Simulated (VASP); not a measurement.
**SnSe2: single point with PBE+D4**

Crystal: SnSe2.

```xyz
3
Lattice="3.8366 0.0000 0.0000 -1.9183 3.3226 0.0000 0.0000 0.0000 6.0245" Properties=species:S:1:pos:R:3 pbc="T T T"
Sn    0.0000    0.0000    0.0000
Se    0.0000    2.2151    1.5948
Se    1.9183    1.1075    4.4297
```

```
Program             : VASP 6.6.1
Task                : single point
Functional          : PBE
Dispersion          : D4
Potentials or basis : VASP PAW PBE potentials, release 64 (Sn_d, Se)
Cutoff              : 520 eV
k mesh              : 6 × 6 × 4
Occupations         : gaussian, width 0.1 eV
Spin                : no spin polarisation
```

- Pressure: 0.1 GPa
- Band gap on the k mesh: 0.65 eV (least direct gap 0.84 eV)
- Dispersion energy per atom: -0.399 eV

Forces in eV/Å, atoms in the order of the input:
```
Sn   0.000  0.000  0.000
Se   0.000  0.000  0.003
Se   0.000  0.000 -0.003
```

Stress tensor (GPa, compression positive):
```
 0.14  0.00  0.00
 0.00  0.14  0.00
 0.00  0.00 -0.08
```

Levels at points of the mesh, in eV from the valence-band top:
| k point | band 10 | band 11 | band 12 | band 13 | band 14 | band 15 | band 16 | band 17 |
| --- | --- | --- | --- | --- | --- | --- | --- | --- |
| (0.00, 0.00, 0.00) | -0.62 | -0.45 | -0.45 | -0.04 | 0.80 | 3.02 | 4.58 | 4.58 |
| (0.50, 0.00, 0.00) | -3.14 | -2.56 | -1.58 | -0.29 | 1.20 | 3.59 | 5.00 | 5.11 |
| (0.00, 0.00, 0.50) | -0.78 | -0.78 | -0.19 | -0.19 | 2.49 | 2.87 | 4.20 | 4.20 |
| (0.50, 0.00, 0.50) | -2.28 | -1.97 | -1.01 | -0.88 | 0.69 | 3.99 | 4.61 | 5.81 |

Wall time 45 s on 1 thread of Intel Xeon 8259CL (shared host), peak memory 0.21 GiB.

Caveat: semilocal functionals underestimate gaps, and a narrow one can read as zero; spin-orbit coupling is left out, which moves the levels of the heavy elements. A k mesh can miss the band edges.
